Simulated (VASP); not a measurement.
Zr8C: single point with PBE

The system is Zr8C, a slab with vacuum.

```
Zr C
1.0
     6.46558    0.00000    0.00000
     0.00000    5.16912    0.00000
     0.00000    0.00000   18.97709
Zr C
8 1
Direct
  0.00000 0.75000 0.21078
  0.50000 0.75000 0.21078
  0.25000 0.25000 0.25996
  0.75000 0.25000 0.25996
  0.25000 0.75000 0.34771
  0.75000 0.75000 0.34771
  0.00000 0.25000 0.39401
  0.50000 0.25000 0.39401
  0.12500 0.62500 0.43612
```

| Item | Value |
| --- | --- |
| Program | VASP 6.6.1 |
| Task | single point |
| Functional | PBE |
| Potentials or basis | VASP PAW PBE potentials, release 64 (Zr_sv, C) |
| Cutoff | 520 eV |
| k mesh | 4 × 5 × 1 |
| Occupations | gaussian, width 0.1 eV |
| Spin | no spin polarisation |
| Dipole correction | yes |
| Further INCAR settings | ALGO = Normal; EDIFF = 1e-07; NBANDS = 60 |

```json
{
  "Largest force": "2.370 eV/Å",
  "Band gap on the k mesh": "zero (bands 50 and 51 overlap by 0.27 eV)"
}
```

Forces in eV/Å, atoms in the order of the input:
```
Zr  -0.239 -0.037 -0.023
Zr   0.077 -0.031 -0.214
Zr   0.174 -0.067 -0.656
Zr  -0.253 -0.070 -0.220
Zr   1.424  0.415 -0.827
Zr   0.537 -0.041  0.283
Zr   0.350  0.701  1.478
Zr  -0.098  0.445  0.143
C   -1.972 -1.314  0.036
```

Levels at points of the mesh, in eV from the Fermi level:
| k point | band 46 | band 47 | band 48 | band 49 | band 50 | band 51 | band 52 | band 53 | band 54 | band 55 |
| --- | --- | --- | --- | --- | --- | --- | --- | --- | --- | --- |
| (0.00, 0.00, 0.00) | -0.92 | -0.59 | -0.19 | -0.05 | 0.15 | 0.44 | 0.64 | 0.70 | 0.76 | 0.79 |
| (0.50, 0.00, 0.00) | -0.79 | -0.50 | -0.43 | -0.21 | -0.20 | -0.13 | 0.00 | 0.26 | 0.37 | 0.49 |

Wall time 13 min on 1 thread of Intel(R) Xeon(R) Platinum 8488C (Sapphire Rapids) (shared host), peak memory 0.74 GiB.
